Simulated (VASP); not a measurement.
Set up this calculation in VASP 6.6.1, as the native input.

* Task: single point
* Functional: PBE
* Potentials or basis: VASP PAW PBE potentials, release 64 (Ni_sv_GW)
* Cutoff: 590 eV
* k mesh: 10 × 10 × 6
* Occupations: fermi-dirac, width 0.05 eV
* Spin: collinear spin, ferromagnetic start
* Starting moments: [1.5, 1.5] μB
* Fixed moment: 3 μB
* Dipole correction: no
* Second run: valence_matched
* Further INCAR settings: ALGO = Normal; EDIFF = 1e-06; NBANDS = 29

The structure of Ni lies in POSCAR:

```
Ni
1.0
    2.4480228978      0.0000000000      0.0000000000
   -1.2240114489      2.1200500186      0.0000000000
    0.0000000000      0.0000000000      4.0728075700
Ni
2
Direct
    0.6666666667      0.3333333333      0.7500000000
    0.3333333333      0.6666666667      0.2500000000
```

The input as run:

INCAR

```
SYSTEM = Ni
PREC = Accurate
ENCUT = 590
EDIFF = 1E-6
ISMEAR = -1
SIGMA = 0.05
LREAL = .False.
LASPH = .True.
NELM = 200
ALGO = Normal
ISIF = 2
LWAVE = .False.
LCHARG = .True.
ISPIN = 2
MAGMOM = 1.5 1.5
LORBIT = 11
NUPDOWN = 3.0
LMAXMIX = 4
GGA = PE
LELF = .True.
LVHAR = .True.
NBANDS = 29
GGA_COMPAT = .False.
```

KPOINTS

```
regular mesh
0
Gamma
  10 10 6
  0 0 0
```

Potentials or basis: VASP PAW PBE potentials, release 64 (Ni_sv_GW).

Run with:

```bash
$ cat potpaw_PBE.64/Ni_sv_GW/POTCAR > POTCAR
$ mpirun -np 1 vasp_std > vasp.out
```

Results of the run:

The pressure is 15.0 GPa. The net moment is 3.00 μB per cell, the site moments are Ni +1.42 μB and the valence electrons inside the program's atomic spheres are Ni 16.35.

Caveat: the total moment is fixed, so each spin has its own Fermi level.

Run time: 2.2 min on 1 thread of AMD EPYC 7R43 64-Core Processor (Zen 3), with other jobs on the host, peak memory 0.16 GiB.
